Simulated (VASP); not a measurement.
A run of VASP 6.6.1 is set up as follows.

Contents of INCAR:

```
PREC = Accurate
ENCUT = 520
EDIFF = 1E-7
ISMEAR = 0
SIGMA = 0.1
LREAL = F
LASPH = T
NELM = 60
ALGO = Normal
ISIF = 2
LWAVE = F
LCHARG = F
GGA = PE
NBANDS = 29
```

Contents of KPOINTS:

```
Automatic mesh
0
Gamma
  6 6 6
```

The input POSCAR:

```
PbI2Cl2
1.0
   -1.9562570557      1.9562570557     12.0093728895
    1.9562570557     -1.9562570557     12.0093728895
    1.9562570557      1.9562570557    -12.0093728895
Pb I Cl
1 2 2
Direct
    0.0000000000      0.0000000000      0.0000000000
    0.4178513025      0.4178513025      0.0000000000
    0.5821486975      0.5821486975      0.0000000000
    0.7500000000      0.2500000000      0.5000000000
    0.2500000000      0.7500000000      0.5000000000
```

Potentials or basis: VASP PAW PBE potentials, release 64 (Pb_d, I, Cl).

Command:

```sh
$ cat potpaw_PBE.64/Pb_d/POTCAR potpaw_PBE.64/I/POTCAR potpaw_PBE.64/Cl/POTCAR > POTCAR
$ mpirun -np 1 vasp_std > vasp.out
```

Problem. What does it give for the pressure?

Solution. 0.0 GPa.

Problem. What does it give for the band gap on the k mesh?

Solution. Zero (bands 21 and 22 overlap by 1.71 eV).

Stress tensor (GPa, compression positive):
```
-0.04  0.00  0.00
 0.00 -0.04  0.00
 0.00  0.00  0.07
```

Caveat: spin-orbit coupling is left out, which moves the levels of the heavy elements.
